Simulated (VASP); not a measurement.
# SnO in VASP: single point with PBE+D3(BJ)

Aim: the single point of SnO with PBE+D3(BJ).

All numbers are computed with VASP 6.6.1; they aren't measurements. Logs are shortened: lines on timing, memory, paths and dates and some standing lists are left out, and cuts for length are marked.

## Step 1: The cell of the first run

The cell holds a slab with vacuum, 8 atoms: a = 3.821 Å, b = 3.821 Å, c = 22.228 Å, α = 90.00°, β = 90.00°, γ = 90.00°.

## Step 2: Single point, PBE+D3(BJ) (layers slid over each other)

INCAR reads:

```
SYSTEM = SnO
PREC = Accurate
ENCUT = 520
EDIFF = 1E-6
ISMEAR = 0
SIGMA = 0.05
LREAL = .FALSE.
LASPH = .TRUE.
NELM = 60
ALGO = Normal
ISIF = 2
LWAVE = .FALSE.
LCHARG = .TRUE.
LDIPOL = .TRUE.
IDIPOL = 3
DIPOL = 0.5 0.5 0.401
GGA = PE
IVDW = 12
LELF = .TRUE.
LVHAR = .TRUE.
LVACPOTAV = .TRUE.
NBANDS = 50
```

KPOINTS reads:

```
Automatic mesh
0
G
  7 7 1
  0 0 0
```

POSCAR reads:

```
SnO
1.0
    3.8206509079      0.0000053603      0.0000000000
   -0.0000052472      3.8206509079      0.0000000000
    0.0000000000      0.0000000000     22.2280089981
Sn O
4 4
Direct
    0.9998502662      0.9998502662      0.2024472817
    0.4998491692      0.4998491692      0.3087997895
    0.9998491692      0.9998491692      0.4932517573
    1.4998502662      1.4998502662      0.5996042650
    0.9998512723      0.4998508145      0.2556235141
    0.4998508145      0.9998512723      0.2556235141
    0.9998481630      1.4998486208      0.5464279896
    1.4998486208      0.9998481630      0.5464279896
```

Potentials or basis: VASP PAW PBE potentials, release 64 (Sn_d, O).

Launch:

```
$ cat potpaw_PBE.64/Sn_d/POTCAR potpaw_PBE.64/O/POTCAR > POTCAR
$ mpirun -np 1 vasp_std > vasp.out
```

OUTCAR:

```text
SYSTEM = SnO
   PREC = Accurate
   ENCUT = 520
   EDIFF = 1E-6
   ISMEAR = 0
   LREAL = .FALSE.
   LASPH = .TRUE.
   NELM = 60
   ISIF = 2
   GGA = PE
   IVDW = 12
 IVDW          = 12

 ion  position               nearest neighbor table
   1  1.000  1.000  0.202-   5 2.25   6 2.25   5 2.25   6 2.25   2 3.59   2 3.59   2 3.59   2 3.59

   2  0.500  0.500  0.309-   6 2.25   5 2.25   6 2.25   5 2.25   1 3.59   1 3.59   1 3.59   1 3.59

   3  1.000  1.000  0.493-   7 2.25   8 2.25   7 2.25   8 2.25   4 3.59   4 3.59   4 3.59   4 3.59

   4  0.500  0.500  0.600-   8 2.25   7 2.25   8 2.25   7 2.25   3 3.59   3 3.59   3 3.59   3 3.59

   5  1.000  0.500  0.256-   2 2.25   1 2.25   1 2.25   2 2.25
   6  0.500  1.000  0.256-   2 2.25   1 2.25   1 2.25   2 2.25
   7  1.000  0.500  0.546-   4 2.25   3 2.25   3 2.25   4 2.25
   8  0.500  1.000  0.546-   4 2.25   3 2.25   3 2.25   4 2.25

  LATTYP: Found a simple tetragonal cell.
 ALAT       =     3.8206509079
 C/A-ratio  =     5.8178591905

  Lattice vectors:

 A1 = (   3.8206509079,   0.0000053603,   0.0000000000)
 A2 = (  -0.0000052472,   3.8206509079,   0.0000000000)
 A3 = (   0.0000000000,   0.0000000000,  22.2280089981)

Analysis of symmetry for initial positions (statically):
=====================================================================
 Subroutine PRICEL returns:
 Original cell was already a primitive cell.

 Routine SETGRP: Setting up the symmetry group for a
 simple tetragonal supercell.

 Subroutine GETGRP returns: Found 16 space group operations
 (whereof  2 operations were pure point group operations)
 out of a pool of 16 trial point group operations.

The static configuration has the point symmetry C_1h.
 The point group associated with its full space group is D_4h.

Analysis of symmetry for dynamics (positions and initial velocities):
=====================================================================
 Subroutine PRICEL returns:
 Original cell was already a primitive cell.

 Routine SETGRP: Setting up the symmetry group for a
 simple tetragonal supercell.

 Subroutine GETGRP returns: Found 16 space group operations
 (whereof  2 operations were pure point group operations)
 out of a pool of 16 trial point group operations.

The dynamic configuration has the point symmetry C_1h.
 The point group associated with its full space group is D_4h.

 Subroutine INISYM returns: Found 16 space group operations
 (whereof  2 operations are pure point group operations),
 and found     1 'primitive' translations

----------------------------------------------------------------------------------------

                                     Primitive cell

  volume of cell :     324.4705

  direct lattice vectors                    reciprocal lattice vectors
     3.820650908  0.000005360  0.000000000     0.261735506  0.000000359  0.000000000
    -0.000005247  3.820650908  0.000000000    -0.000000367  0.261735506  0.000000000
     0.000000000  0.000000000 22.228008998     0.000000000  0.000000000  0.044988285

  length of vectors
     3.820650908  3.820650908 22.228008998     0.261735506  0.261735506  0.044988285

  position of ions in fractional coordinates (direct lattice)
     0.999850266  0.999850266  0.202447282
     0.499849169  0.499849169  0.308799790
     0.999849169  0.999849169  0.493251757
     0.499850266  0.499850266  0.599604265
     0.999851272  0.499850815  0.255623514
     0.499850815  0.999851272  0.255623514
     0.999848163  0.499848621  0.546427990
     0.499848621  0.999848163  0.546427990

  ion indices of the primitive-cell ions
   primitive index   ion index
                 1           1
                 2           2
                 3           3
                 4           4
                 5           5
                 6           6
                 7           7
                 8           8

----------------------------------------------------------------------------------------

 KPOINTS: Automatic mesh

Automatic generation of k-mesh.
 Grid dimensions read from file:
 generate k-points for:    7    7    1

 Generating k-lattice:

  Cartesian coordinates                     Fractional coordinates (reciprocal lattice)
     0.037390787  0.000000051  0.000000000     0.142857143  0.000000000  0.000000000
    -0.000000052  0.037390787  0.000000000     0.000000000  0.142857143  0.000000000
     0.000000000  0.000000000  0.044988285     0.000000000  0.000000000  1.000000000

  Length of vectors
     0.037390787  0.037390787  0.044988285

  Shift w.r.t. Gamma in fractional coordinates (k-lattice)
     0.000000000  0.000000000  0.000000000

 Subroutine IBZKPT returns following result:
 ===========================================

 Found     10 irreducible k-points:

 Following reciprocal coordinates:
            Coordinates               Weight
  0.000000  0.000000  0.000000      1.000000
  0.142857  0.000000  0.000000      4.000000
  0.285714  0.000000  0.000000      4.000000
  0.428571  0.000000  0.000000      4.000000
  0.142857  0.142857  0.000000      4.000000
  0.285714  0.142857  0.000000      8.000000
  0.428571  0.142857  0.000000      8.000000
  0.285714  0.285714  0.000000      4.000000
  0.428571  0.285714  0.000000      8.000000
  0.428571  0.428571  0.000000      4.000000
   k-points           NKPTS =     10   k-points in BZ     NKDIM =     10   number of bands    NBANDS=     50
   number of dos      NEDOS =    301   number of ions     NIONS =      8
   total plane-waves  NPLWV = 131712
   dimension x,y,z NGX =    28 NGY =   28 NGZ =  168
   dimension x,y,z NGXF=    56 NGYF=   56 NGZF=  336
   ions per type =               4   4
   NGX,Y,Z   is equivalent  to a cutoff of  12.18, 12.18, 12.56 a.u.
   NGXF,Y,Z  is equivalent  to a cutoff of  24.37, 24.37, 25.13 a.u.
 SYSTEM =  SnO
   PREC   = accura    normal or accurate (medium, high low for compatibility)
   ISTART =      0    job   : 0-new  1-cont  2-samecut
   ICHARG =      2    charge: 1-file 2-atom 10-const
   ISPIN  =      1    spin polarized calculation?
   LNONCOLLINEAR =      F non collinear calculations
   LSORBIT =      F    spin-orbit coupling
   LASPH  =      T    aspherical Exc in radial PAW
   ENCUT  =  520.0 eV  38.22 Ry    6.18 a.u.   7.10  7.10 41.33*2*pi/ulx,y,z
   NELM   =     60;   NELMIN=  2; NELMDL= -5     # of ELM steps
   EDIFF  = 0.1E-05   stopping-criterion for ELM
   LREAL  =      F    real-space projection
   EDIFFG = 0.1E-04   stopping-criterion for IOM
   NSW    =      0    number of steps for IOM
   IBRION =     -1    ionic relax: 0-MD 1-quasi-New 2-CG
   NFREE  =      0    steps in history (QN), initial steepest desc. (CG)
   ISIF   =      2    stress and relaxation
   ISYM   =      2    0-nonsym 1-usesym 2-fastsym
   POTIM  = 0.5000    time-step for ionic-motion
   TEBEG  =    0.0;   TEEND  =   0.0 temperature during run
   PSTRESS=    0.0 pullay stress
   NELECT =      80.0000    total number of electrons
   NUPDOWN=      -1.0000    fix difference up-down
   EMIN   =  10.00;   EMAX   =-10.00  energy-range for DOS
   EFERMI =   0.00;   METHOD = LEGACY
   ISMEAR =     0;   SIGMA  =   0.05  broadening in eV -4-tet -1-fermi 0-gaus
   EFERMI_NEDOS =   21; number of points for ismear=-14 and -15
   IALGO  =     38    algorithm
   IMIX   =      4    mixing-type and parameters
     AMIX     =   0.40;   BMIX     =  1.00
     AMIX_MAG =   1.60;   BMIX_MAG =  1.00
  volume/ion in A,a.u.               =      40.56       273.70
  Fermi-wavevector in a.u.,A,eV,Ry     =   1.026549  1.939897 14.337861  1.053803
  Thomas-Fermi vector in A             =   2.160448
   LORBIT       =      0    0 simple, 1 ext, 2 COOP (PROOUT), +10 PAW based schemes
   GGA     = PE    functional components
   LHFCALC =     F    Hartree Fock is set to
   AEXX    =    0.0000 exact exchange contribution
   IVDW    =    12    specifies the selected vdW correction
   LEPSILON=     F    determine dielectric tensor
   LRPA    =     F    only Hartree local field effects (RPA)
 non-spin polarized calculation
 Gauss-broadening in eV      SIGMA  =   0.05
  energy-cutoff  :      520.00
  volume of cell :      324.47
 maximum number of plane-waves:      8769
   NGX = 15   NGY = 15   NGZ = 83

 dipolmoment           0.000000      0.000000     -0.000010 electrons x Angstroem

 number of electron      79.9999971 magnetization

 dipolmoment           0.000000      0.000000      0.000006 electrons x Angstroem

 Free energy of the ion-electron system (eV)
  ---------------------------------------------------
  ext. energy  EPLUGINS =         0.00000000
  ---------------------------------------------------
  free energy    TOTEN  =       -45.20294231 eV

  energy without entropy =      -45.20294231  energy(sigma->0) =      -45.20294231

 E-fermi :   0.0480     XC(G=0):  -5.3182

 val. band max:       -0.2245088562   @ k =   0.1429   0.0000   0.0000
 cond. band min:       2.3302165595   @ k =   0.0000   0.0000   0.0000
 fundamental gap:      2.5547254157
 Fermi energy:         0.0480391040

 k-point     1 :       0.0000    0.0000    0.0000
  band No.  band energies     occupation
      1     -21.0653      2.00000
      2     -21.0652      2.00000
      3     -20.7062      2.00000
      4     -20.7061      2.00000
      5     -20.6680      2.00000
      6     -20.6680      2.00000
[... 42 lines left out ...]
     49       5.2349      0.00000
     50       5.2349      0.00000

 k-point     2 :       0.1429    0.0000    0.0000
  band No.  band energies     occupation
      1     -21.0564      2.00000
      2     -21.0563      2.00000
      3     -20.7067      2.00000
      4     -20.7065      2.00000
      5     -20.6698      2.00000
      6     -20.6695      2.00000
[... 42 lines left out ...]
     49       5.4094      0.00000
     50       5.4403      0.00000

 k-point     3 :       0.2857    0.0000    0.0000
  band No.  band energies     occupation
      1     -21.0313      2.00000
      2     -21.0313      2.00000
      3     -20.8022      2.00000
      4     -20.8019      2.00000
      5     -20.6741      2.00000
      6     -20.6740      2.00000
[... 42 lines left out ...]
     49       5.6029      0.00000
     50       5.7165      0.00000

 k-point     4 :       0.4286    0.0000    0.0000
  band No.  band energies     occupation
      1     -20.9875      2.00000
      2     -20.9874      2.00000
      3     -20.9128      2.00000
      4     -20.9126      2.00000
      5     -20.6772      2.00000
      6     -20.6770      2.00000
[... 42 lines left out ...]
     49       6.4232      0.00000
     50       6.5534      0.00000

 k-point     5 :       0.1429    0.1429    0.0000
  band No.  band energies     occupation
      1     -21.0487      2.00000
      2     -21.0486      2.00000
      3     -20.7181      2.00000
      4     -20.7179      2.00000
      5     -20.6935      2.00000
      6     -20.6934      2.00000
[... 42 lines left out ...]
     49       5.2603      0.00000
     50       5.5394      0.00000

 k-point     6 :       0.2857    0.1429    0.0000
  band No.  band energies     occupation
      1     -21.0278      2.00000
      2     -21.0278      2.00000
      3     -20.8258      2.00000
      4     -20.8257      2.00000
      5     -20.6761      2.00000
      6     -20.6760      2.00000
[... 42 lines left out ...]
     49       5.4369      0.00000
     50       5.6015      0.00000

 k-point     7 :       0.4286    0.1429    0.0000
  band No.  band energies     occupation
      1     -20.9906      2.00000
      2     -20.9905      2.00000
      3     -20.9249      2.00000
      4     -20.9248      2.00000
      5     -20.6755      2.00000
      6     -20.6753      2.00000
[... 42 lines left out ...]
     49       5.9941      0.00000
     50       6.0717      0.00000

 k-point     8 :       0.2857    0.2857    0.0000
  band No.  band energies     occupation
      1     -21.0191      2.00000
      2     -21.0189      2.00000
      3     -20.8913      2.00000
      4     -20.8911      2.00000
      5     -20.6684      2.00000
      6     -20.6682      2.00000
[... 42 lines left out ...]
     49       5.3659      0.00000
     50       5.6059      0.00000

 k-point     9 :       0.4286    0.2857    0.0000
  band No.  band energies     occupation
      1     -21.0003      2.00000
      2     -21.0000      2.00000
      3     -20.9582      2.00000
      4     -20.9579      2.00000
      5     -20.6711      2.00000
      6     -20.6710      2.00000
[... 42 lines left out ...]
     49       5.8078      0.00000
     50       6.0931      0.00000

 k-point    10 :       0.4286    0.4286    0.0000
  band No.  band energies     occupation
      1     -21.0061      2.00000
      2     -21.0056      2.00000
      3     -20.9922      2.00000
      4     -20.9917      2.00000
      5     -20.6729      2.00000
      6     -20.6728      2.00000
[... 42 lines left out ...]
     49       5.8882      0.00000
     50       6.0828      0.00000

------------------------ aborting loop because EDIFF is reached ----------------------------------------

 Edisp (eV)   -1.24794

 E8    (eV) :    -0.5525

  FORCE on cell =-STRESS in cart. coord.  units (eV):
  Direction    XX          YY          ZZ          XY          YZ          ZX
  --------------------------------------------------------------------------------------
  -------------------------------------------------------------------------------------
  Total       0.06103     0.06103    -0.50382     0.00000    -0.00000     0.00000
  in kB       0.30136     0.30136    -2.48775     0.00000    -0.00000     0.00000
  external pressure =       -0.63 kB  Pullay stress =        0.00 kB

 VOLUME and BASIS-vectors are now :
 -----------------------------------------------------------------------------
  energy-cutoff  :      520.00
  volume of cell :      324.47
      direct lattice vectors                 reciprocal lattice vectors
     3.820650908  0.000005360  0.000000000     0.261735506  0.000000359  0.000000000
    -0.000005247  3.820650908  0.000000000    -0.000000367  0.261735506  0.000000000
     0.000000000  0.000000000 22.228008998     0.000000000  0.000000000  0.044988285

 POSITION                                       TOTAL-FORCE (eV/Angst)
 -----------------------------------------------------------------------------------
      3.82007      3.82008      4.50000         0.000000      0.000000     -0.064991
      1.90975      1.90975      6.86400        -0.000000     -0.000000      0.180257
      3.82007      3.82008     10.96400         0.000000     -0.000000     -0.180257
      1.90975      1.90976     13.32801        -0.000000     -0.000000      0.064991
      3.82008      1.90976      5.68200        -0.000000     -0.000000      0.014207
      1.90975      3.82009      5.68200        -0.000000      0.000000      0.014207
      3.82007      1.90975     12.14601         0.000000      0.000000     -0.014207
      1.90974      3.82007     12.14601        -0.000000      0.000000     -0.014207
 -----------------------------------------------------------------------------------
    total drift:                                0.013472      0.013472      0.003401

  FREE ENERGIE OF THE ION-ELECTRON SYSTEM (eV)
  ---------------------------------------------------
  free  energy   TOTEN  =       -46.4508869439 eV

  energy  without entropy=      -46.4508869439  energy(sigma->0) =      -46.45088694

 vacuum level on the upper side and lower side of the slab         4.916         4.916
```

Wall time 2.3 min (1 thread of Intel Xeon 6975P-C (Granite Rapids), shared host); peak memory 0.4 GiB.

What came out:

```
Free energy                : -46.4509 eV
Largest force              : 0.180 eV/Å
Band gap on the k mesh     : 2.55 eV (least direct gap 2.57 eV)
Dispersion energy per atom : -0.156 eV
```

Forces on the atoms (eV/Å):
```
Sn   0.000  0.000 -0.065
Sn   0.000  0.000  0.180
Sn   0.000  0.000 -0.180
Sn   0.000  0.000  0.065
O    0.000  0.000  0.014
O    0.000  0.000  0.014
O    0.000  0.000 -0.014
O    0.000  0.000 -0.014
```

Caveat: the cell differs from its parent crystal (layers slid over each other); spin-orbit coupling is left out, which moves the levels of the heavy elements.
